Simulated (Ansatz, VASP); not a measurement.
## CoSn2: VASP beside Ansatz

```
Co Sn
1.0
    -3.13979    3.13979    2.69876
     3.13979   -3.13979    2.69876
     3.13979    3.13979   -2.69876
Co Sn
2 4
Direct
  0.25000 0.25000 0.00000
  0.75000 0.75000 0.00000
  0.66633 0.16633 0.83266
  0.16633 0.33367 0.50000
  0.33367 0.83367 0.16734
  0.83367 0.66633 0.50000
```

Alike in both runs: functional PBEsol; k mesh 8 × 8 × 8; occupations gaussian, width 0.1 eV; no spin polarisation.

Ansatz relaxed the structure, and its values are those at the end. VASP's run is a single point on that final structure, the one shown.

|  | VASP | Ansatz |
| --- | --- | --- |
| version | VASP 6.6.1 | Ansatz 0.2.0 |
| potentials or method | VASP PAW PBE potentials, release 64 (Co, Sn_d), cutoff 520 eV | scalar-relativistic, plane waves, PAW |
| valence electrons in the cell | 74 | 90 |

|  | VASP | Ansatz | Ansatz less VASP |
| --- | --- | --- | --- |
| gap on the k mesh at the Fermi level (eV) | none | none | - |
| pressure (GPa) | 0.0 | 0.0 | +0.02 |

VASP's potentials were made for PBE, not for PBEsol. A gap of «none» marks a metal or a gap that the smearing closes. VASP's potentials hold 74 valence electrons a cell and Ansatz's 90, so a difference there can come from the potentials and not from the codes.
